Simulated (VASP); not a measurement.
# AsC3N3 (C2) in VASP: single point with PBE

Aim: the single point of AsC3N3 with PBE.

Program: VASP 6.6.1. These are calculated values, not measurements. Logs are shortened: lines on timing, memory, paths and dates and some standing lists are left out, and cuts for length are marked.

### Step 1. The cell of the first run

It takes space group C2 (No. 5, monoclinic). Conventional cell: a = 9.293 Å, b = 6.977 Å, c = 9.020 Å, α = 90.00°, β = 101.20°, γ = 90.00°. Within 2.5 Å of As (site symmetry 1) lie 3 C at 1.85 to 1.98 Å. C (site symmetry 1) has 1 N at 1.21 Å within 1.6 Å. C (site symmetry 1) has 1 N at 1.15 Å within 1.5 Å. C (site symmetry 1) has 1 N at 1.15 Å within 1.6 Å. N (site symmetry 1) has 1 C at 1.15 Å within 1.6 Å. Within 1.5 Å of N (site symmetry 1) lie 1 C at 1.15 Å. N (site symmetry 1) has 1 C at 1.21 Å within 1.6 Å.

### Step 2. Single point, PBE

Contents of INCAR:

```
PREC = Accurate ; ENCUT = 520
EDIFF = 1E-6 ; ISMEAR = -1
SIGMA = 0.1 ; LREAL = False
LASPH = True ; NELM = 100
ALGO = Normal ; ISIF = 2
LWAVE = False ; LCHARG = False
GGA = PE ; NBANDS = 45
```

Contents of KPOINTS:

```
Automatic mesh
0
Gamma
  5 5 3
```

Contents of POSCAR:

```
AsC3N3
1.0
    4.6464370000      3.4886200000      0.0000000000
    4.6464370000     -3.4886200000      0.0000000000
    1.7519650000      0.0000000000     -8.8480710000
As C N
2 6 6
Direct
    0.2904000000      0.2904000000      0.7384000000
    0.7096000000      0.7096000000      0.2616000000
    0.4390000000      0.0190000000      0.6380000000
    0.9810000000      0.5610000000      0.3620000000
    0.9900000000      0.2360000000      0.7450000000
    0.7640000000      0.0100000000      0.2550000000
    0.3480000000      0.0780000000      0.9300000000
    0.9220000000      0.6520000000      0.0700000000
    0.3790000000      0.9870000000      0.0510000000
    0.0130000000      0.6210000000      0.9490000000
    0.7950000000      0.2210000000      0.7550000000
    0.7790000000      0.2050000000      0.2450000000
    0.5150000000      0.8610000000      0.5570000000
    0.1390000000      0.4850000000      0.4430000000
```

Potentials or basis: VASP PAW PBE potentials, release 64 (As, C, N).

Started as:

```console
cat potpaw_PBE.64/As/POTCAR potpaw_PBE.64/C/POTCAR potpaw_PBE.64/N/POTCAR > POTCAR
mpirun -np 1 vasp_std > vasp.out
```

OUTCAR:

```text
PREC = Accurate
   ENCUT = 520
   EDIFF = 1E-6
   ISMEAR = -1
   LREAL = False
   LASPH = True
   NELM = 100
   ISIF = 2
   GGA = PE

 ion  position               nearest neighbor table
   1  0.290  0.290  0.738-   5 1.85   3 1.87   7 1.98
   2  0.710  0.710  0.262-   6 1.85   4 1.87   8 1.98
   3  0.439  0.019  0.638-  13 1.21   1 1.87
   4  0.981  0.561  0.362-  14 1.21   2 1.87
   5  0.990  0.236  0.745-  11 1.15   1 1.85
   6  0.764  0.010  0.255-  12 1.15   2 1.85
   7  0.348  0.078  0.930-   9 1.15   1 1.98
   8  0.922  0.652  0.070-  10 1.15   2 1.98
   9  0.379  0.987  0.051-   7 1.15
  10  0.013  0.621  0.949-   8 1.15
  11  0.795  0.221  0.755-   5 1.15
  12  0.779  0.205  0.245-   6 1.15
  13  0.515  0.861  0.557-   3 1.21
  14  0.139  0.485  0.443-   4 1.21

  LATTYP: Found a base centered monoclinic cell.
 ALAT       =     9.2928740000
 B/A-ratio  =     0.7508161630
 C/A-ratio  =     0.9706203536
 COS(beta)  =    -0.1942343260

  Lattice vectors:

 A1 = (  -4.6464370000,  -3.4886200000,   0.0000000000)
 A2 = (  -4.6464370000,   3.4886200000,   0.0000000000)
 A3 = (   1.7519650000,   0.0000000000,  -8.8480710000)

Analysis of symmetry for initial positions (statically):
=====================================================================
 Subroutine PRICEL returns:
 Original cell was already a primitive cell.

 Routine SETGRP: Setting up the symmetry group for a
 base centered monoclinic supercell.

 Subroutine GETGRP returns: Found  2 space group operations
 (whereof  2 operations were pure point group operations)
 out of a pool of  4 trial point group operations.

The static configuration has the point symmetry C_2 .

Analysis of symmetry for dynamics (positions and initial velocities):
=====================================================================
 Subroutine PRICEL returns:
 Original cell was already a primitive cell.

 Routine SETGRP: Setting up the symmetry group for a
 base centered monoclinic supercell.

 Subroutine GETGRP returns: Found  2 space group operations
 (whereof  2 operations were pure point group operations)
 out of a pool of  4 trial point group operations.

The dynamic configuration has the point symmetry C_2 .

[... 130 lines left out ...]
   TEBEG  =    0.0;   TEEND  =   0.0 temperature during run
   PSTRESS=    0.0 pullay stress
   NELECT =      64.0000    total number of electrons
   NUPDOWN=      -1.0000    fix difference up-down
   EMIN   =  10.00;   EMAX   =-10.00  energy-range for DOS
   EFERMI =   0.00;   METHOD = LEGACY
   ISMEAR =    -1;   SIGMA  =   0.10  broadening in eV -4-tet -1-fermi 0-gaus
   EFERMI_NEDOS =   21; number of points for ismear=-14 and -15
   IALGO  =     38    algorithm
   IMIX   =      4    mixing-type and parameters
     AMIX     =   0.40;   BMIX     =  1.00
     AMIX_MAG =   1.60;   BMIX_MAG =  1.00
  volume/ion in A,a.u.               =      20.49       138.27
  Fermi-wavevector in a.u.,A,eV,Ry     =   0.992927  1.876360 13.414043  0.985904
  Thomas-Fermi vector in A             =   2.124773
   LORBIT       =      0    0 simple, 1 ext, 2 COOP (PROOUT), +10 PAW based schemes
   GGA     = PE    functional components
   LHFCALC =     F    Hartree Fock is set to
   AEXX    =    0.0000 exact exchange contribution
   IVDW    =     0    specifies the selected vdW correction
   LEPSILON=     F    determine dielectric tensor
   LRPA    =     F    only Hartree local field effects (RPA)
 non-spin polarized calculation
  energy-cutoff  :      520.00
  volume of cell :      286.85
 maximum number of plane-waves:      7741
 NGX is ok and might be reduce to    48
   NGX = 21   NGY = 21   NGZ = 33

 number of electron      64.0000000 magnetization

 Free energy of the ion-electron system (eV)
  ---------------------------------------------------
  ext. energy  EPLUGINS =         0.00000000
  ---------------------------------------------------
  free energy    TOTEN  =      -104.70385124 eV

  energy without entropy =     -104.70385124  energy(sigma->0) =     -104.70385124

 E-fermi :  -0.8212     XC(G=0):  -7.0687

 val. band max:       -2.9918818266   @ k =   0.0000   0.0000   0.0000
 cond. band min:       1.4314001783   @ k =   0.2000   0.2000   0.0000
 fundamental gap:      4.4232820049
 Fermi energy:        -0.8211677492

 k-point     1 :       0.0000    0.0000    0.0000
  band No.  band energies     occupation
      1     -18.9777      2.00000
      2     -18.9033      2.00000
      3     -18.6264      2.00000
      4     -18.5436      2.00000
      5     -18.3305      2.00000
      6     -18.2561      2.00000
[... 1117 lines left out ...]
     43       3.9231      0.00000
     44       4.3547      0.00000
 [bands above 44 left out]

------------------------ aborting loop because EDIFF is reached ----------------------------------------

  FORCE on cell =-STRESS in cart. coord.  units (eV):
  Direction    XX          YY          ZZ          XY          YZ          ZX
  --------------------------------------------------------------------------------------
  -------------------------------------------------------------------------------------
  Total        8.9219508      2.8971022      1.7177876      0.0000000      0.0000000      1.7811588
  in kB       49.8331218     16.1816233      9.5946188      0.0000000      0.0000000      9.9485757
  external PRESSURE =      25.2031213 kB  Pullay stress =       0.0000000 kB

 VOLUME and BASIS-vectors are now :
 -----------------------------------------------------------------------------
  energy-cutoff  :      520.00
  volume of cell :      286.85
      direct lattice vectors                 reciprocal lattice vectors
     4.646437000  3.488620000  0.000000000     0.107609336  0.143323148  0.021307219
     4.646437000 -3.488620000  0.000000000     0.107609336 -0.143323148  0.021307219
     1.751965000  0.000000000 -8.848071000     0.000000000  0.000000000 -0.113018985

 POSITION                                       TOTAL-FORCE (eV/Angst)
 -----------------------------------------------------------------------------------
      3.99230      0.00000     -6.53342         2.619098     -0.027567     -0.851929
      7.05254      0.00000     -2.31466        -2.619098     -0.027567      0.851929
      3.24582      1.46522     -5.64507        -2.684331      3.859342      3.512731
      7.79902      1.46522     -3.20300         2.684331      3.859342     -3.512731
      7.00175      2.63042     -6.59181        -0.394975      0.045234     -0.099938
      4.04309      2.63042     -2.25626         0.394975      0.045234      0.099938
      3.60871      0.94193     -8.22871         0.309552     -0.951878      1.187401
      7.43613      0.94193     -0.61936        -0.309552     -0.951878     -1.187401
      6.43638     -2.12108     -0.45125        -0.077764      0.698655     -1.250237
      4.60846     -2.12108     -8.39682         0.077764      0.698655      1.250237
      6.04351      2.00247     -6.68029        -1.574600     -1.084471     -0.052037
      5.00133      2.00247     -2.16778         1.574600     -1.084471      0.052037
      7.36934     -1.20706     -4.92838         1.861097     -2.539316     -2.335044
      3.67550     -1.20706     -3.91970        -1.861097     -2.539316      2.335044
 -----------------------------------------------------------------------------------
    total drift:                                0.000000     -0.001092     -0.000000

  FREE ENERGIE OF THE ION-ELECTRON SYSTEM (eV)
  ---------------------------------------------------
  free  energy   TOTEN  =      -104.7038512418 eV

  energy  without entropy=     -104.7038512409  energy(sigma->0) =     -104.70385124
```

OSZICAR:

```text
N       E                     dE             d eps       ncg     rms          rms(c)
DAV:   1     0.388168537883E+03    0.38817E+03   -0.28462E+04  2160   0.121E+03
DAV:   2    -0.699618529853E+02   -0.45813E+03   -0.43810E+03  2859   0.269E+02
DAV:   3    -0.115375029464E+03   -0.45413E+02   -0.44839E+02  2592   0.887E+01
DAV:   4    -0.116475362268E+03   -0.11003E+01   -0.10916E+01  2800   0.155E+01
DAV:   5    -0.116505596827E+03   -0.30235E-01   -0.30190E-01  2726   0.237E+00    0.213E+01
DAV:   6    -0.106041591181E+03    0.10464E+02   -0.23585E+01  2600   0.228E+01    0.117E+01
DAV:   7    -0.104861900473E+03    0.11797E+01   -0.47896E+00  2784   0.105E+01    0.580E+00
DAV:   8    -0.104717556973E+03    0.14434E+00   -0.11952E+00  2457   0.512E+00    0.218E+00
DAV:   9    -0.104703715746E+03    0.13841E-01   -0.10291E-01  2619   0.168E+00    0.759E-01
DAV:  10    -0.104703266307E+03    0.44944E-03   -0.22437E-02  2755   0.724E-01    0.204E-01
DAV:  11    -0.104703672761E+03   -0.40645E-03   -0.28681E-03  2712   0.283E-01    0.126E-01
DAV:  12    -0.104703837238E+03   -0.16448E-03   -0.61703E-04  2776   0.126E-01    0.500E-02
DAV:  13    -0.104703850619E+03   -0.13381E-04   -0.10595E-04  2720   0.592E-02    0.176E-02
DAV:  14    -0.104703851794E+03   -0.11751E-05   -0.28357E-05  2776   0.265E-02    0.667E-03
DAV:  15    -0.104703851242E+03    0.55272E-06   -0.33820E-06  2192   0.898E-03
   1 F= -.10470385E+03 E0= -.10470385E+03  d E =-.839275E-09
```

It took 4.3 min on 1 thread of Intel Xeon 6975P-C (Granite Rapids), shared host; peak memory 0.55 GiB.

Results:

```yaml
Free_energy: -104.7039 eV
Pressure: 2.5 GPa
Largest_force: 5.869 eV/Å
Band_gap_on_the_k_mesh: 4.42 eV (least direct gap 4.47 eV)
```

Forces on the atoms (eV/Å):
```
As   2.619 -0.028 -0.852
As  -2.619 -0.028  0.852
C   -2.684  3.859  3.513
C    2.684  3.859 -3.513
C   -0.395  0.045 -0.100
C    0.395  0.045  0.100
C    0.310 -0.952  1.187
C   -0.310 -0.952 -1.187
N   -0.078  0.699 -1.250
N    0.078  0.699  1.250
N   -1.575 -1.084 -0.052
N    1.575 -1.084  0.052
N    1.861 -2.539 -2.335
N   -1.861 -2.539  2.335
```

Stress tensor (GPa, compression positive):
```
4.98 0.00 0.99
0.00 1.62 0.00
0.99 0.00 0.96
```

Caveat: forces of over 1 eV/Å act on the atoms, so gaps and moduli don't describe the material at rest.
